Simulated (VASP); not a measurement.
# Hf (P6_3/mmc) in VASP: a series of runs, part 2 of 2

VASP 6.6.1. Earlier steps stand in the parts before.

## (4) Single point, PBEsol (strain +0.030 along x and y, +0.000 along z)

The input, INCAR:

```
PREC = Accurate
ENCUT = 520
EDIFF = 1E-7
ISMEAR = 0
SIGMA = 0.15
LREAL = False
LASPH = True
NELM = 80
ALGO = Fast
ISIF = 2
LWAVE = False
LCHARG = False
GGA = PS
NBANDS = 17
```

The input, KPOINTS:

```
Automatic mesh
0
Gamma
  18 18 10
```

The input, POSCAR:

```
Hf
1.0
    3.2925994799      0.0000000000      0.0000000000
   -1.6462997400      2.8514747941      0.0000000000
    0.0000000000      0.0000000000      5.0578000000
Hf
2
Direct
    0.3333333333      0.6666666667      0.2500000000
    0.6666666667      0.3333333333      0.7500000000
```

On the command line:

```console
cat potpaw_PBE.64/Hf_pv/POTCAR > POTCAR
mpirun -np 1 vasp_std > vasp.out
```

Run time: 100 s. Hardware: 1 thread of Intel Xeon Platinum 8488C (Sapphire Rapids), shared host; peak memory 0.26 GiB.

Results (log left out):

| Property | Result |
| --- | --- |
| Free energy | -20.8688 eV |
| Pressure | -9.4 GPa |
| Band gap on the k mesh | zero (band 10 reaches 5.44 eV, above the bottom of band 11 at 3.91 eV) |

Stress tensor (GPa, compression positive):
```
-10.26   0.00   0.00
  0.00 -10.26   0.00
  0.00   0.00  -7.59
```

Levels at points of the mesh, in eV from the Fermi level:
```csv
k point,band 6,band 7,band 8,band 9,band 10,band 11,band 12,band 13,band 14,band 15
"(0.00, 0.00, 0.00)",-30.38,-7.19,-3.47,0.71,1.07,1.07,1.65,1.90,1.90,2.26
"(0.50, 0.00, 0.00)",-30.46,-3.31,-2.56,-2.02,-0.98,0.58,0.93,1.72,5.28,5.82
"(0.00, 0.00, 0.50)",-30.46,-5.23,-5.23,0.29,0.29,0.91,0.91,0.91,0.91,4.49
"(0.50, 0.00, 0.50)",-30.55,-3.24,-3.24,-0.83,-0.83,0.99,0.99,2.36,2.36,5.60
```

Caveat: the cell differs from its parent crystal (strain +0.030 along x and y, +0.000 along z); the PAW data sets were made with another functional, which shifts forces and pressure a little; spin-orbit coupling is left out, which moves the levels of the heavy elements.

## (5) Single point, PBEsol (strain +0.030 along x and y, +0.030 along z)

The input, INCAR:

```
SYSTEM = Hf
PREC = Accurate
ENCUT = 520
EDIFF = 1E-6
ISMEAR = 0
SIGMA = 0.15
LREAL = .FALSE.
LASPH = .TRUE.
NELM = 100
ALGO = Fast
ISIF = 2
LWAVE = .FALSE.
LCHARG = .FALSE.
GGA = PS
NBANDS = 17
```

The input, KPOINTS:

```
Automatic mesh
0
G
  18 18 10
  0 0 0
```

Edit POSCAR of step 4 so:

```diff
@@ -4,3 +4,3 @@
    -1.6462997400      2.8514747941      0.0000000000
-    0.0000000000      0.0000000000      5.0578000000
+    0.0000000000      0.0000000000      5.2095340000
 Hf
```

On the command line:

```console
cat potpaw_PBE.64/Hf_pv/POTCAR > POTCAR
mpirun -np 1 vasp_std > vasp.out
```

It took 70 s on 1 thread of Intel Xeon Platinum 8488C (Sapphire Rapids), shared host; peak memory 0.27 GiB.

It converged, with:

- Free energy: -20.7809 eV
- Pressure: -11.7 GPa
- Band gap on the k mesh: zero (band 10 reaches 5.30 eV, above the bottom of band 11 at 3.71 eV)

Stress tensor (GPa, compression positive):
```
-11.56   0.00   0.00
  0.00 -11.56   0.00
  0.00   0.00 -12.05
```

Levels at points of the mesh, in eV from the Fermi level:
| k point | band 7 | band 8 | band 9 | band 10 | band 11 | band 12 | band 13 | band 14 |
| --- | --- | --- | --- | --- | --- | --- | --- | --- |
| (0.00, 0.00, 0.00) | -7.08 | -3.46 | 0.40 | 1.13 | 1.13 | 1.37 | 1.86 | 1.86 |
| (0.50, 0.00, 0.00) | -3.21 | -2.45 | -1.96 | -0.90 | 0.76 | 0.78 | 1.51 | 5.30 |
| (0.00, 0.00, 0.50) | -5.25 | -5.25 | 0.17 | 0.17 | 1.03 | 1.03 | 1.03 | 1.03 |
| (0.50, 0.00, 0.50) | -3.15 | -3.15 | -0.86 | -0.86 | 0.94 | 0.94 | 2.43 | 2.43 |

Caveat: the cell differs from its parent crystal (strain +0.030 along x and y, +0.030 along z); the PAW data sets were made with another functional, which shifts forces and pressure a little; spin-orbit coupling is left out, which moves the levels of the heavy elements.

## (6) Single point, PBEsol (strain -0.030 along x and y, -0.030 along z)

The input, INCAR:

```
SYSTEM = Hf
ALGO     = Fast           ! electronic algorithm
EDIFF    = 1E-6           ! SCF threshold, eV
ENCUT    = 520            ! plane-wave cutoff, eV
GGA      = PS             ! functional
ISIF     = 2              ! what is computed and relaxed
ISMEAR   = 0              ! smearing method
LASPH    = .TRUE.         ! aspherical terms in the spheres
LCHARG   = .FALSE.        ! write CHGCAR
LREAL    = .FALSE.        ! projectors in reciprocal space
LWAVE    = .FALSE.        ! write WAVECAR
NBANDS   = 17             ! bands
NELM     = 100            ! most SCF steps
PREC     = Accurate       ! precision mode
SIGMA    = 0.15           ! smearing width, eV
```

The input, KPOINTS:

```
k-points
0
G
  18 18 10
  0 0 0
```

The input, POSCAR:

```
Hf
1.0
    3.1007975685      0.0000000000      0.0000000000
   -1.5503987842      2.6853694663      0.0000000000
    0.0000000000      0.0000000000      4.9060660000
Hf
2
Direct
    0.3333333333      0.6666666667      0.2500000000
    0.6666666667      0.3333333333      0.7500000000
```

Potentials or basis: VASP PAW PBE potentials, release 64 (Hf_pv).

On the command line:

```console
cat potpaw_PBE.64/Hf_pv/POTCAR > POTCAR
mpirun -np 1 vasp_std > vasp.out
```

OUTCAR:

```text
SYSTEM = Hf
   EDIFF = 1E-6
   ENCUT = 520
   GGA = PS
   ISIF = 2
   ISMEAR = 0
   LASPH = .TRUE.
   LREAL = .FALSE.
   NELM = 100
   PREC = Accurate

 ion  position               nearest neighbor table
   1  0.333  0.667  0.250-   2 3.04   2 3.04   2 3.04   2 3.04   2 3.04   2 3.04
   2  0.667  0.333  0.750-   1 3.04   1 3.04   1 3.04   1 3.04   1 3.04   1 3.04

  LATTYP: Found a hexagonal cell.
 ALAT       =     3.1007975685
 C/A-ratio  =     1.5821948681

  Lattice vectors:

 A1 = (   3.1007975685,   0.0000000000,   0.0000000000)
 A2 = (  -1.5503987842,   2.6853694663,   0.0000000000)
 A3 = (   0.0000000000,   0.0000000000,   4.9060660000)

Analysis of symmetry for initial positions (statically):
=====================================================================
 Subroutine PRICEL returns:
 Original cell was already a primitive cell.

 Routine SETGRP: Setting up the symmetry group for a
 hexagonal supercell.

 Subroutine GETGRP returns: Found 24 space group operations
 (whereof 12 operations were pure point group operations)
 out of a pool of 24 trial point group operations.

The static configuration has the point symmetry D_3d.
 The point group associated with its full space group is D_6h.

Analysis of symmetry for dynamics (positions and initial velocities):
=====================================================================
 Subroutine PRICEL returns:
 Original cell was already a primitive cell.

 Routine SETGRP: Setting up the symmetry group for a
 hexagonal supercell.

 Subroutine GETGRP returns: Found 24 space group operations
 (whereof 12 operations were pure point group operations)
 out of a pool of 24 trial point group operations.

The dynamic configuration has the point symmetry D_3d.
 The point group associated with its full space group is D_6h.

 Subroutine INISYM returns: Found 24 space group operations
 (whereof 12 operations are pure point group operations),
 and found     1 'primitive' translations

----------------------------------------------------------------------------------------

                                     Primitive cell

  volume of cell :      40.8518

  direct lattice vectors                    reciprocal lattice vectors
     3.100797568  0.000000000  0.000000000     0.322497673  0.186194118  0.000000000
    -1.550398784  2.685369466  0.000000000     0.000000000  0.372388237  0.000000000
     0.000000000  0.000000000  4.906066000     0.000000000  0.000000000  0.203829300

  length of vectors
     3.100797568  3.100797568  4.906066000     0.372388237  0.372388237  0.203829300

  position of ions in fractional coordinates (direct lattice)
     0.333333333  0.666666667  0.250000000
     0.666666667  0.333333333  0.750000000

  ion indices of the primitive-cell ions
   primitive index   ion index
                 1           1
                 2           2

----------------------------------------------------------------------------------------

 KPOINTS: k-points

Automatic generation of k-mesh.
 Grid dimensions read from file:
 generate k-points for:   18   18   10

 Generating k-lattice:

  Cartesian coordinates                     Fractional coordinates (reciprocal lattice)
     0.017916537  0.010344118  0.000000000     0.055555556  0.000000000  0.000000000
     0.000000000  0.020688235  0.000000000     0.000000000  0.055555556  0.000000000
     0.000000000  0.000000000  0.020382930     0.000000000  0.000000000  0.100000000

  Length of vectors
     0.020688235  0.020688235  0.020382930

  Shift w.r.t. Gamma in fractional coordinates (k-lattice)
     0.000000000  0.000000000  0.000000000

 Subroutine IBZKPT returns following result:
 ===========================================

 Found    222 irreducible k-points:

 Following reciprocal coordinates:
            Coordinates               Weight
  0.000000  0.000000  0.000000      1.000000
  0.055556  0.000000  0.000000      6.000000
  0.111111  0.000000  0.000000      6.000000
  0.166667  0.000000  0.000000      6.000000
  0.222222  0.000000  0.000000      6.000000
  0.277778  0.000000  0.000000      6.000000
[... 16 lines left out ...]
  0.333333  0.111111  0.000000     12.000000
  0.388889  0.111111  0.000000     12.000000
 [... further k-points ...]
   k-points           NKPTS =    222   k-points in BZ     NKDIM =    222   number of bands    NBANDS=     17
   number of dos      NEDOS =    301   number of ions     NIONS =      2
   total plane-waves  NPLWV =  20736
   dimension x,y,z NGX =    24 NGY =   24 NGZ =   36
   dimension x,y,z NGXF=    48 NGYF=   48 NGZF=   72
   ions per type =               2
   NGX,Y,Z   is equivalent  to a cutoff of  12.87, 12.87, 12.20 a.u.
   NGXF,Y,Z  is equivalent  to a cutoff of  25.73, 25.73, 24.40 a.u.
 SYSTEM =  Hf
   PREC   = accura    normal or accurate (medium, high low for compatibility)
   ISTART =      0    job   : 0-new  1-cont  2-samecut
   ICHARG =      2    charge: 1-file 2-atom 10-const
   ISPIN  =      1    spin polarized calculation?
   LNONCOLLINEAR =      F non collinear calculations
   LSORBIT =      F    spin-orbit coupling
   LASPH  =      T    aspherical Exc in radial PAW
   ENCUT  =  520.0 eV  38.22 Ry    6.18 a.u.   5.77  5.77  9.12*2*pi/ulx,y,z
   NELM   =    100;   NELMIN=  2; NELMDL= -5     # of ELM steps
   EDIFF  = 0.1E-05   stopping-criterion for ELM
   LREAL  =      F    real-space projection
   EDIFFG = 0.1E-04   stopping-criterion for IOM
   NSW    =      0    number of steps for IOM
   IBRION =     -1    ionic relax: 0-MD 1-quasi-New 2-CG
   NFREE  =      0    steps in history (QN), initial steepest desc. (CG)
   ISIF   =      2    stress and relaxation
   ISYM   =      2    0-nonsym 1-usesym 2-fastsym
   POTIM  = 0.5000    time-step for ionic-motion
   TEBEG  =    0.0;   TEEND  =   0.0 temperature during run
   PSTRESS=    0.0 pullay stress
   NELECT =      20.0000    total number of electrons
   NUPDOWN=      -1.0000    fix difference up-down
   EMIN   =  10.00;   EMAX   =-10.00  energy-range for DOS
   EFERMI =   0.00;   METHOD = LEGACY
   ISMEAR =     0;   SIGMA  =   0.15  broadening in eV -4-tet -1-fermi 0-gaus
   EFERMI_NEDOS =   21; number of points for ismear=-14 and -15
   IALGO  =     68    algorithm
   IMIX   =      4    mixing-type and parameters
     AMIX     =   0.40;   BMIX     =  1.00
     AMIX_MAG =   1.60;   BMIX_MAG =  1.00
  volume/ion in A,a.u.               =      20.43       137.84
  Fermi-wavevector in a.u.,A,eV,Ry     =   1.290272  2.438260 22.650998  1.664801
  Thomas-Fermi vector in A             =   2.422114
   LORBIT       =      0    0 simple, 1 ext, 2 COOP (PROOUT), +10 PAW based schemes
   GGA     = PS    functional components
   LHFCALC =     F    Hartree Fock is set to
   AEXX    =    0.0000 exact exchange contribution
   IVDW    =     0    specifies the selected vdW correction
   LEPSILON=     F    determine dielectric tensor
   LRPA    =     F    only Hartree local field effects (RPA)
 non-spin polarized calculation
 RMM-DIIS sequential band-by-band and
 Gauss-broadening in eV      SIGMA  =   0.15
  energy-cutoff  :      520.00
  volume of cell :       40.85
 maximum number of plane-waves:      1132
 NGX is ok and might be reduce to    24
   NGX = 11   NGY = 11   NGZ = 19

 number of electron      20.0000003 magnetization

 Free energy of the ion-electron system (eV)
  ---------------------------------------------------
  ext. energy  EPLUGINS =         0.00000000
  ---------------------------------------------------
  free energy    TOTEN  =       -20.97034428 eV

  energy without entropy =      -20.95369276  energy(sigma->0) =      -20.96201852

 E-fermi :   5.4112     XC(G=0): -11.8145

 val. band max:        5.4001167899   @ k =   0.1111   0.0556   0.4000
 cond. band min:       5.4202567232   @ k =   0.3889   0.1667   0.3000
 fundamental gap:      0.0201399333
 Fermi energy:         5.4111706134

 k-point     1 :       0.0000    0.0000    0.0000
  band No.  band energies     occupation
      1     -25.5899      2.00000
      2     -24.5865      2.00000
      3     -24.5865      2.00000
      4     -24.4158      2.00000
      5     -24.4158      2.00000
      6     -24.4114      2.00000
[... 9 lines left out ...]
     16       8.2155      0.00000
     17      11.2322      0.00000
[... 441 lines left out ...]
 k-point    24 :       0.3889    0.1111    0.0000
  band No.  band energies     occupation
      1     -25.3222      2.00000
      2     -25.1289      2.00000
      3     -25.0930      2.00000
      4     -24.8650      2.00000
      5     -24.7085      2.00000
      6     -24.5927      2.00000
[... 9 lines left out ...]
     16      12.2812      0.00000
     17      12.9089      0.00000

 [... further k-points ...]
[... 5 lines left out ...]
  --------------------------------------------------------------------------------------
  -------------------------------------------------------------------------------------
  Total        1.6651442      1.6651442      1.7655940      0.0000000      0.0000000     -0.0000000
  in kB       65.3057737     65.3057737     69.2453443      0.0000000      0.0000000     -0.0000000
  external PRESSURE =      66.6189639 kB  Pullay stress =       0.0000000 kB

 VOLUME and BASIS-vectors are now :
 -----------------------------------------------------------------------------
  energy-cutoff  :      520.00
  volume of cell :       40.85
      direct lattice vectors                 reciprocal lattice vectors
     3.100797568  0.000000000  0.000000000     0.322497673  0.186194118  0.000000000
    -1.550398784  2.685369466  0.000000000     0.000000000  0.372388237  0.000000000
     0.000000000  0.000000000  4.906066000     0.000000000  0.000000000  0.203829300

 POSITION                                       TOTAL-FORCE (eV/Angst)
 -----------------------------------------------------------------------------------
     -0.00000      1.79025      1.22652         0.000000      0.000000      0.000000
      1.55040      0.89512      3.67955        -0.000000     -0.000000      0.000000
 -----------------------------------------------------------------------------------
    total drift:                               -0.000000      0.000000     -0.000000

  FREE ENERGIE OF THE ION-ELECTRON SYSTEM (eV)
  ---------------------------------------------------
  free  energy   TOTEN  =       -20.9703442801 eV

  energy  without entropy=      -20.9536927556  energy(sigma->0) =      -20.96201852
```

Wall time 50 s (1 thread of Intel Xeon 6975P-C (Granite Rapids), shared host); peak memory 0.24 GiB.

What came out:

```yaml
Free_energy: -20.9703 eV
Pressure: 6.7 GPa
Band_gap_on_the_k_mesh: zero (band 10 reaches 6.58 eV, above the bottom of band 11 at 5.05 eV)
```

Caveat: the cell differs from its parent crystal (strain -0.030 along x and y, -0.030 along z); the PAW data sets were made with another functional, which shifts forces and pressure a little; spin-orbit coupling is left out, which moves the levels of the heavy elements.

## (7) The runs side by side

| cell | further INCAR settings | gap on the mesh (eV) | pressure (GPa) |
| --- | --- | --- | --- |
| a = 3.197, b = 3.197, c = 5.210 Å, angles 90.0, 90.0, 120.0°, 2 atoms | ALGO = Fast; EDIFF = 1e-07; NBANDS = 17 | none | -7.0 |
| a = 3.293, b = 3.293, c = 4.906 Å, angles 90.0, 90.0, 120.0°, 2 atoms | ALGO = Fast; EDIFF = 1e-06; NBANDS = 17 | none | -6.5 |
| a = 3.293, b = 3.293, c = 5.058 Å, angles 90.0, 90.0, 120.0°, 2 atoms | ALGO = Fast; EDIFF = 1e-07; NBANDS = 17 | none | -9.4 |
| a = 3.293, b = 3.293, c = 5.210 Å, angles 90.0, 90.0, 120.0°, 2 atoms | ALGO = Fast; EDIFF = 1e-06; NBANDS = 17 | none | -11.7 |
| a = 3.101, b = 3.101, c = 4.906 Å, angles 90.0, 90.0, 120.0°, 2 atoms | ALGO = Fast; EDIFF = 1e-06; NBANDS = 17 | none | 6.7 |

Alike in all rows: task single point; level PBEsol; potentials or basis VASP PAW PBE potentials, release 64 (Hf_pv); no spin polarisation; k mesh 18 × 18 × 10; cutoff (eV) 520; smearing gaussian 0.15 eV.

Caveats: the PAW data sets were made with another functional, which shifts forces and pressure a little; spin-orbit coupling is left out, which moves the levels of the heavy elements.

Total energies depend on the potentials used, so only differences within one code and one set of settings carry meaning.
